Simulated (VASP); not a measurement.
Write the native input for VASP 6.6.1 that does the following.

| Quantity | Value |
| --- | --- |
| Task | single point |
| Functional | PBE |
| Potentials or basis | VASP PAW PBE potentials, release 64 (Sc_sv) |
| Cutoff | 500 eV |
| k mesh | 8 × 8 × 8 |
| Occupations | gaussian, width 0.1 eV |
| Spin | no spin polarisation |
| Dipole correction | no |
| Further INCAR settings | ALGO = Normal; EDIFF = 1e-06; NBANDS = 12 |

The structure of Sc lies in POSCAR:

```
Sc
1.0
    0.0000000000      2.3268462047      2.3268462047
    2.3268462047      0.0000000000      2.3268462047
    2.3268462047      2.3268462047      0.0000000000
Sc
1
Direct
   -0.0334824718     -0.0309537712      0.0828884577
```

One way to write it, as run:

INCAR

```
PREC = Accurate
ENCUT = 500
EDIFF = 1E-6
ISMEAR = 0
SIGMA = 0.1
LREAL = F
LASPH = T
NELM = 120
ALGO = Normal
ISIF = 2
LWAVE = F
LCHARG = F
GGA = PE
NBANDS = 12
GGA_COMPAT = F
```

KPOINTS

```
regular mesh
0
Gamma
  8 8 8
```

Potentials or basis: VASP PAW PBE potentials, release 64 (Sc_sv).

Command:

```console
$ cat potpaw_PBE.64/Sc_sv/POTCAR > POTCAR
$ mpirun -np 1 vasp_std > vasp.out
```

Results of the run:

| Quantity | Value |
| --- | --- |
| Pressure | -1.0 GPa |

It took 2.9 s on 1 thread of Intel(R) Xeon(R) 6975P-C (Granite Rapids) (shared host), peak memory 0.13 GiB.
